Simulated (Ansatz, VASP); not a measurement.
Two plane-wave programs on NaF

```
Na F
1.0
     0.00000    2.35050    2.35050
     2.35050    0.00000    2.35050
     2.35050    2.35050    0.00000
Na F
1 1
Direct
  0.00000 0.00000 0.00000
  0.50000 0.50000 0.50000
```

Alike in both runs: functional PBE; k mesh 8 × 8 × 8; no spin polarisation.

Ansatz relaxed the structure, and its values are those at the end. VASP's run is a single point on that final structure, the one shown.

|  | VASP | Ansatz |
| --- | --- | --- |
| version | VASP 6.6.1 | Ansatz 0.2.0 |
| potentials or method | VASP PAW PBE potentials, release 64 (Na_pv, F), cutoff 520 eV | scalar-relativistic, plane waves, PAW |
| occupations | gaussian, width 0.01 eV | fixed |
| valence electrons in the cell | 14 | 16 |

```tsv
	VASP	Ansatz	Ansatz less VASP
gap on the k mesh at the Fermi level (eV)	6.07	6.09	+0.016
least direct gap on the mesh (eV)	6.07	6.09	+0.016
pressure (GPa)	-0.2	0.0	+0.17
```

VASP's potentials hold 14 valence electrons a cell and Ansatz's 16, so a difference there can come from the potentials and not from the codes.
